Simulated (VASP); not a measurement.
# SnGe2 (P6/mmm) in VASP: a series of runs

Runs on SnGe2. Level: PBE. Tasks: relaxation of cell and atoms, single point.

Program: VASP 6.6.1. These are calculated values, not measurements. Logs are shortened: lines on timing, memory, paths and dates and some standing lists are left out, and cuts for length are marked.

**1. The cell of the first run**

The structure is hexagonal, space group P6/mmm (No. 191). Conventional cell: a = 3.946 Å, b = 3.946 Å, c = 4.410 Å, α = 90.00°, β = 90.00°, γ = 120.00°. Sn (site symmetry 6/mmm) has 12 Ge at 3.17 Å and 6 Sn at 3.95 Å within 4.2 Å. Within 3.0 Å of Ge (site symmetry -6m2) lie 3 Ge at 2.28 Å.

The cell was generated, and may not be a known phase.

**2. Relaxation of cell and atoms, PBE**

INCAR

```
PREC = Accurate
ENCUT = 600
EDIFF = 1E-7
ISMEAR = 0
SIGMA = 0.1
LREAL = F
LASPH = T
NELM = 60
ALGO = Normal
ISIF = 3
LWAVE = F
LCHARG = F
GGA = PE
IBRION = 2
NSW = 90
EDIFFG = -0.04
```

KPOINTS

```
regular mesh
0
Gamma
  6 6 4
```

POSCAR

```
SnGe2
1.0
    3.9463223700      0.0000000000      0.0000000000
   -1.9731611800      3.4176154200      0.0000000000
    0.0000000000      0.0000000000      4.4098586100
Sn Ge
1 2
Direct
    0.0000000000      0.0000000000      0.0000000000
    0.3333333300      0.6666666700      0.5000000000
    0.6666666700      0.3333333300      0.5000000000
```

Potentials or basis: VASP PAW PBE potentials, release 64 (Sn_d, Ge_d).

The run is started by

```console
$ cat potpaw_PBE.64/Sn_d/POTCAR potpaw_PBE.64/Ge_d/POTCAR > POTCAR
$ mpirun -np 1 vasp_std > vasp.out
```

OUTCAR:

```text
PREC = Accurate
   ENCUT = 600
   EDIFF = 1E-7
   ISMEAR = 0
   LREAL = F
   LASPH = T
   NELM = 60
   ISIF = 3
   GGA = PE
   IBRION = 2
   NSW = 90
   EDIFFG = -0.04

 ion  position               nearest neighbor table
   1  0.000  0.000  0.000-   2 3.17   3 3.17   2 3.17   3 3.17   2 3.17   2 3.17   3 3.17   3 3.17
                             3 3.17   3 3.17   2 3.17   2 3.17
   2  0.333  0.667  0.500-   3 2.28   3 2.28   3 2.28   1 3.17   1 3.17   1 3.17   1 3.17   1 3.17
                             1 3.17
   3  0.667  0.333  0.500-   2 2.28   2 2.28   2 2.28   1 3.17   1 3.17   1 3.17   1 3.17   1 3.17
                             1 3.17

  LATTYP: Found a hexagonal cell.
 ALAT       =     3.9463223700
 C/A-ratio  =     1.1174603077

  Lattice vectors:

 A1 = (   3.9463223700,   0.0000000000,   0.0000000000)
 A2 = (  -1.9731611800,   3.4176154200,   0.0000000000)
 A3 = (   0.0000000000,   0.0000000000,   4.4098586100)

Analysis of symmetry for initial positions (statically):
=====================================================================
 Subroutine PRICEL returns:
 Original cell was already a primitive cell.

 Routine SETGRP: Setting up the symmetry group for a
 hexagonal supercell.

 Subroutine GETGRP returns: Found 24 space group operations
 (whereof 24 operations were pure point group operations)
 out of a pool of 24 trial point group operations.

The static configuration has the point symmetry D_6h.

Analysis of symmetry for dynamics (positions and initial velocities):
=====================================================================
 Subroutine PRICEL returns:
 Original cell was already a primitive cell.

 Routine SETGRP: Setting up the symmetry group for a
 hexagonal supercell.

 Subroutine GETGRP returns: Found 24 space group operations
 (whereof 24 operations were pure point group operations)
 out of a pool of 24 trial point group operations.

The dynamic configuration has the point symmetry D_6h.

 Subroutine INISYM returns: Found 24 space group operations
 (whereof 24 operations are pure point group operations),
 and found     1 'primitive' translations

----------------------------------------------------------------------------------------

                                     Primitive cell

  volume of cell :      59.4758

  direct lattice vectors                    reciprocal lattice vectors
     3.946322370  0.000000000  0.000000000     0.253400484  0.146300838  0.000000000
    -1.973161180  3.417615420  0.000000000     0.000000000  0.292601676  0.000000000
[... 99 lines left out ...]
   EFERMI_NEDOS =   21; number of points for ismear=-14 and -15
   IALGO  =     38    algorithm
   IMIX   =      4    mixing-type and parameters
     AMIX     =   0.40;   BMIX     =  1.00
     AMIX_MAG =   1.60;   BMIX_MAG =  1.00
  volume/ion in A,a.u.               =      19.83       133.79
  Fermi-wavevector in a.u.,A,eV,Ry     =   1.457844  2.754926 28.916595  2.125310
  Thomas-Fermi vector in A             =   2.574598
   LORBIT       =      0    0 simple, 1 ext, 2 COOP (PROOUT), +10 PAW based schemes
   GGA     = PE    functional components
   LHFCALC =     F    Hartree Fock is set to
   AEXX    =    0.0000 exact exchange contribution
   IVDW    =     0    specifies the selected vdW correction
   LEPSILON=     F    determine dielectric tensor
   LRPA    =     F    only Hartree local field effects (RPA)
 conjugate gradient relaxation of ions
 non-spin polarized calculation
 Gauss-broadening in eV      SIGMA  =   0.10
  energy-cutoff  :      600.00
  volume of cell :       59.48
 maximum number of plane-waves:      2010
 NGX is ok and might be reduce to    32
   NGX = 15   NGY = 15   NGZ = 17

--------------------------------------- Ionic step        1  -------------------------------------------

 number of electron      42.0000019 magnetization

 Free energy of the ion-electron system (eV)
  ---------------------------------------------------
  ext. energy  EPLUGINS =         0.00000000
  ---------------------------------------------------
  free energy    TOTEN  =       -10.82164581 eV

  energy without entropy =      -10.81253028  energy(sigma->0) =      -10.81708805

------------------------ aborting loop because EDIFF is reached ----------------------------------------

  FORCE on cell =-STRESS in cart. coord.  units (eV):
  Direction    XX          YY          ZZ          XY          YZ          ZX
  --------------------------------------------------------------------------------------
  -------------------------------------------------------------------------------------
  Total        9.0986135      9.0986135      4.0952962      0.0000000      0.0000000      0.0000000
  in kB      245.1011699    245.1011693    110.3203123      0.0000004      0.0000000      0.0000000
  external PRESSURE =     200.1742171 kB  Pullay stress =       0.0000000 kB
[... 92 lines left out ...]
  FREE ENERGIE OF THE ION-ELECTRON SYSTEM (eV)
  ---------------------------------------------------
  free  energy   TOTEN  =       -11.7583784723 eV

  energy  without entropy=      -11.7407200720  energy(sigma->0) =      -11.74954927

 E-fermi :   5.6330     XC(G=0):  -9.9667

 val. band max:        5.5415189234   @ k =   0.5000   0.0000   0.0000
 cond. band min:       5.6418968018   @ k =   0.3333   0.1667   0.2500
 fundamental gap:      0.1003778784
 Fermi energy:         5.6330357539

 k-point     1 :       0.0000    0.0000    0.0000
  band No.  band energies     occupation
      1     -19.2034      2.00000
      2     -19.1738      2.00000
      3     -19.1738      2.00000
      4     -19.1559      2.00000
      5     -19.1559      2.00000
      6     -19.0716      2.00000
[... 577 lines left out ...]
     24       9.0364      0.00000
     25      10.3671      0.00000

[... ionic steps 4 to 13 ...]

--------------------------------------- Ionic step       14  -------------------------------------------

 number of electron      42.0000021 magnetization

------------------------ aborting loop because EDIFF is reached ----------------------------------------
[... 69 lines left out ...]
--------------------------------------- Ionic step       16  -------------------------------------------

 number of electron      41.9999998 magnetization

 Free energy of the ion-electron system (eV)
  ---------------------------------------------------
  ext. energy  EPLUGINS =         0.00000000
  ---------------------------------------------------
  free energy    TOTEN  =       -11.97335843 eV

  energy without entropy =      -11.96705433  energy(sigma->0) =      -11.97020638

 E-fermi :   6.4357     XC(G=0): -10.5097

 val. band max:        6.3910626992   @ k =   0.3333   0.1667   0.5000
 cond. band min:       6.5863304415   @ k =   0.3333  -0.0000   0.0000
 fundamental gap:      0.1952677423
 Fermi energy:         6.4357366758

 k-point     1 :       0.0000    0.0000    0.0000
  band No.  band energies     occupation
      1     -18.1779      2.00000
      2     -18.1560      2.00000
      3     -18.1560      2.00000
      4     -18.1423      2.00000
      5     -18.1423      2.00000
      6     -18.0836      2.00000
[... 607 lines left out ...]
  FREE ENERGIE OF THE ION-ELECTRON SYSTEM (eV)
  ---------------------------------------------------
  free  energy   TOTEN  =       -11.9733584332 eV

  energy  without entropy=      -11.9670543334  energy(sigma->0) =      -11.97020638

 reached required accuracy - stopping structural energy minimisation
```

OSZICAR:

```text
N       E                     dE             d eps       ncg     rms          rms(c)
DAV:   1     0.332749804511E+03    0.33275E+03   -0.23623E+04  1115   0.466E+03
DAV:   2     0.380692839909E+02   -0.29468E+03   -0.29185E+03  1050   0.710E+02
DAV:   3    -0.893369459314E+01   -0.47003E+02   -0.46411E+02  1235   0.205E+02
DAV:   4    -0.109779241806E+02   -0.20442E+01   -0.19992E+01  1188   0.494E+01
[... 178 lines left out ...]
DAV:   4    -0.119733653427E+02    0.23532E-03   -0.14765E-03  1173   0.539E-01    0.280E-02
DAV:   5    -0.119733600271E+02    0.53156E-05   -0.84428E-05  1292   0.111E-01    0.145E-02
DAV:   6    -0.119733590750E+02    0.95210E-06   -0.74623E-06  1221   0.334E-02    0.585E-03
DAV:   7    -0.119733583949E+02    0.68007E-06   -0.18210E-06  1265   0.199E-02    0.878E-04
DAV:   8    -0.119733584332E+02   -0.38298E-07   -0.91148E-08   570   0.298E-03
  16 F= -.11973358E+02 E0= -.11970206E+02  d E =-.422875E-03
```

Run time: 5.4 min. Hardware: 1 thread of Intel Xeon Platinum 8259CL at 2.50GHz (Skylake/Cascade Lake), shared host; peak memory 0.22 GiB.

Results:

| Item | Value |
| --- | --- |
| Free energy | -11.9734 eV |
| Relaxed volume | 23.24 Å³/atom |
| Relaxed cell | a = 4.587 Å, b = 4.587 Å, c = 3.827 Å, α = 90.00°, β = 90.00°, γ = 120.00° |
| Space group after relaxing (to 0.1 Å) | P6/mmm (No. 191) |
| Energy gained by relaxing | 383.9 meV/atom |
| Ionic steps | 16 |
| Pressure after relaxing | 0.0 GPa |
| Band gap on the k mesh | zero (bands 21 and 22 overlap by 2.32 eV) |

Step by step:
| step | energy change (eV) | largest force (eV/Å) | pressure (GPa) | volume (Å³) |
| --- | --- | --- | --- | --- |
| 1 | 0.0000 | 0.0000 | 20.02 | 59.48 |
| 2 | -0.8648 | 0.0000 | -3.95 | 83.30 |
| 3 | -0.9367 | 0.0000 | -0.20 | 76.27 |
| 4 | -0.9379 | 0.0000 | -0.77 | 77.15 |
| 5 | -1.0051 | 0.0000 | -1.05 | 76.45 |
| 6 | -1.1019 | 0.0000 | -1.45 | 73.92 |
| 7 | -1.1099 | 0.0000 | 0.99 | 70.18 |
| 8 | -1.1131 | 0.0000 | 0.11 | 71.45 |
| 9 | -1.1169 | 0.0000 | 0.21 | 71.11 |
| 10 | -1.1403 | 0.0000 | 0.41 | 70.06 |
| 11 | -1.1408 | 0.0000 | 0.96 | 67.84 |
| 12 | -1.1418 | 0.0000 | 0.90 | 68.07 |
| 13 | -1.1507 | 0.0000 | 0.53 | 69.08 |
| 14 | -1.1478 | 0.0000 | -0.52 | 70.04 |
| 15 | -1.1513 | 0.0000 | 0.22 | 69.34 |
| 16 | -1.1517 | 0.0000 | -0.03 | 69.73 |

Final structure:
```yaml
crystal:
  lattice:
    - [4.58714, 0.00000, 0.00000]
    - [-2.29357, 3.97258, 0.00000]
    - [0.00000, 0.00000, 3.82666]
  atoms:
    - { symbol: Sn, position: [0.00000, 0.00000, 0.00000] }
    - { symbol: Ge, position: [0.33333, 0.66667, 0.50000] }
    - { symbol: Ge, position: [0.66667, 0.33333, 0.50000] }
```

Levels at points of the mesh, in eV from the Fermi level:
| k point | band 18 | band 19 | band 20 | band 21 | band 22 | band 23 | band 24 | band 25 |
| --- | --- | --- | --- | --- | --- | --- | --- | --- |
| (0.00, 0.00, 0.00) | -4.05 | -2.09 | -2.09 | -1.39 | -1.07 | -1.07 | 3.51 | 5.20 |
| (0.50, 0.00, 0.00) | -5.54 | -4.08 | 0.94 | 1.25 | 1.94 | 1.95 | 3.96 | 4.43 |
| (0.00, 0.00, 0.50) | -3.28 | -1.49 | -1.49 | 0.76 | 0.84 | 1.52 | 1.52 | 1.82 |
| (0.50, 0.00, 0.50) | -6.41 | -4.15 | -2.65 | -2.39 | -0.11 | 0.37 | 5.06 | 6.94 |

Caveat: the volume moved by over 15 % at a fixed basis, so the end points are rough; spin-orbit coupling is left out, which moves the levels of the heavy elements.

**3. Single point, PBE**

This run uses another cell than the first one, of 23.21 Å³/atom.

INCAR

```
  PREC = Accurate
  ENCUT = 520
  EDIFF = 1E-6
  ISMEAR = 0
  SIGMA = 0.1
  LREAL = F
  LASPH = T
  NELM = 100
  ALGO = Normal
  ISIF = 2
  LWAVE = F
  LCHARG = T
  GGA = PE
  LELF = T
  LVHAR = T
  NBANDS = 28
```

KPOINTS

```
regular mesh
0
Gamma
  12 12 12
```

POSCAR

```
SnGe2
1.0
    4.6144995092      0.0000000000      0.0000000000
   -2.3072497546      3.9962738007      0.0000000000
    0.0000000000      0.0000000000      3.7766229510
Sn Ge
1 2
Direct
    0.0000000000      0.0000000000      0.0000000000
    0.3333333333      0.6666666667      0.5000000000
    0.6666666667      0.3333333333      0.5000000000
```

Potentials or basis: VASP PAW PBE potentials, release 64 (Sn_d, Ge_d).

The run is started by

```console
$ cat potpaw_PBE.64/Sn_d/POTCAR potpaw_PBE.64/Ge_d/POTCAR > POTCAR
$ mpirun -np 1 vasp_std > vasp.out
```

Run time: 2.3 min. Hardware: 1 thread of Intel Xeon Platinum 8259CL at 2.50GHz (Skylake/Cascade Lake), shared host; peak memory 0.35 GiB.

It converged, with:

```
Free energy            : -12.0277 eV
Pressure               : 0.0 GPa
Band gap on the k mesh : zero (bands 21 and 22 overlap by 2.60 eV)
```

Levels at points of the mesh, in eV from the Fermi level:
| k point | band 19 | band 20 | band 21 | band 22 | band 23 | band 24 |
| --- | --- | --- | --- | --- | --- | --- |
| (0.00, 0.00, 0.00) | -2.21 | -2.21 | -1.26 | -1.25 | -1.25 | 3.49 |
| (0.50, 0.00, 0.00) | -4.21 | 1.02 | 1.35 | 1.92 | 2.00 | 3.90 |
| (0.00, 0.00, 0.50) | -1.57 | -1.57 | 0.60 | 0.63 | 1.41 | 1.41 |
| (0.50, 0.00, 0.50) | -4.24 | -2.70 | -2.54 | -0.28 | 0.27 | 4.86 |

Caveat: spin-orbit coupling is left out, which moves the levels of the heavy elements.

**4. Relaxation of cell and atoms, PBE**

This run uses another cell than the first one, of 23.30 Å³/atom.

INCAR

```
ALGO = Normal
EDIFF = 1E-6
EDIFFG = -0.01
ENCUT = 600
GGA = PE
IBRION = 2
ISIF = 3
ISMEAR = 0
LASPH = True
LCHARG = False
LREAL = False
LWAVE = False
NELM = 80
NSW = 100
PREC = Accurate
SIGMA = 0.1
```

KPOINTS

```
k-points
0
Gamma
  12 12 12
```

POSCAR

```
SnGe2
1.0
    4.5918279448      0.0000000000      0.0000000000
   -2.2959139724      3.9766396500      0.0000000000
    0.0000000000      0.0000000000      3.8275419540
Sn Ge
1 2
Direct
    0.0000000000      0.0000000000      0.0000000000
    0.3333333333      0.6666666667      0.5000000000
    0.6666666667      0.3333333333      0.5000000000
```

The run is started by

```console
$ cat potpaw_PBE.64/Sn_d/POTCAR potpaw_PBE.64/Ge_d/POTCAR > POTCAR
$ mpirun -np 1 vasp_std > vasp.out
```

Wall time 22 min (1 thread of Intel Xeon Platinum 8259CL at 2.50GHz (Skylake/Cascade Lake), shared host); peak memory 0.43 GiB.

The run converged. Its results:

| Quantity | Value |
| --- | --- |
| Free energy | -12.0279 eV |
| Relaxed volume | 23.17 Å³/atom |
| Relaxed cell | a = 4.615 Å, b = 4.615 Å, c = 3.769 Å, α = 90.00°, β = 90.00°, γ = 120.00° |
| Space group after relaxing (to 0.1 Å) | P6/mmm (No. 191) |
| Energy gained by relaxing | 0.4 meV/atom |
| Ionic steps | 13 |
| Pressure after relaxing | 0.1 GPa |
| Band gap on the k mesh | zero (bands 21 and 22 overlap by 2.64 eV) |

The path:
| step | energy change (eV) | largest force (eV/Å) | pressure (GPa) | volume (Å³) |
| --- | --- | --- | --- | --- |
| 1 | 0.0000 | 0.0000 | 0.18 | 69.89 |
| 2 | -0.0002 | 0.0000 | -0.18 | 70.16 |
| 3 | -0.0002 | 0.0000 | -0.04 | 70.09 |
| 4 | -0.0002 | 0.0000 | -0.11 | 70.12 |
| 5 | -0.0004 | 0.0000 | -0.08 | 70.07 |
| 6 | -0.0008 | 0.0000 | -0.03 | 69.93 |
| 7 | -0.0007 | 0.0000 | -0.13 | 69.63 |
| 8 | -0.0010 | 0.0000 | -0.14 | 69.86 |
| 9 | -0.0010 | 0.0000 | -0.07 | 69.75 |
| 10 | -0.0010 | 0.0000 | -0.17 | 69.81 |
| 11 | -0.0009 | 0.0000 | 0.42 | 69.33 |
| 12 | -0.0011 | 0.0000 | -0.05 | 69.55 |
| 13 | -0.0011 | 0.0000 | 0.05 | 69.52 |

Final structure:
```
Sn Ge
1.0
     4.61516    0.00000    0.00000
    -2.30758    3.99685    0.00000
     0.00000    0.00000    3.76902
Sn Ge
1 2
Direct
  0.00000 0.00000 0.00000
  0.33333 0.66667 0.50000
  0.66667 0.33333 0.50000
```

Levels at points of the mesh, in eV from the Fermi level:
```
           k point  band 18  band 19  band 20  band 21  band 22  band 23  band 24  band 25
(0.00, 0.00, 0.00)    -4.29    -2.22    -2.22    -1.27    -1.27    -1.24     3.50     5.17
(0.50, 0.00, 0.00)    -5.70    -4.22     1.04     1.37     1.93     2.02     3.91     4.48
(0.00, 0.00, 0.50)    -3.45    -1.57    -1.57     0.59     0.62     1.40     1.40     1.63
(0.50, 0.00, 0.50)    -6.46    -4.25    -2.70    -2.54    -0.29     0.27     4.86     5.84
```

Caveat: spin-orbit coupling is left out, which moves the levels of the heavy elements.

**5. Summary**

| task | cell | k mesh | cutoff (eV) | gap on the mesh (eV) | pressure (GPa) | relaxed volume (Å³/atom) |
| --- | --- | --- | --- | --- | --- | --- |
| relaxation of cell and atoms | relaxed from a = 3.946, b = 3.946, c = 4.410 Å, angles 90.0, 90.0, 120.0°, 3 atoms | 6 × 6 × 4 | 600 | none | 0.0 | 23.24 |
| single point | a = 4.614, b = 4.614, c = 3.777 Å, angles 90.0, 90.0, 120.0°, 3 atoms | 12 × 12 × 12 | 520 | none | 0.0 | - |
| relaxation of cell and atoms | relaxed from a = 4.592, b = 4.592, c = 3.828 Å, angles 90.0, 90.0, 120.0°, 3 atoms | 12 × 12 × 12 | 600 | none | 0.1 | 23.17 |

Alike in all rows: level PBE; potentials or basis VASP PAW PBE potentials, release 64 (Sn_d, Ge_d); no spin polarisation; smearing gaussian 0.1 eV.

Caveats: spin-orbit coupling is left out, which moves the levels of the heavy elements; the volume moved by over 15 % at a fixed basis, so the end points are rough (at least some runs).

Absolute energies hang on the potentials; compare differences alone.

The gap in the log of VASP goes by the Fermi energy; the results here count the filled bands.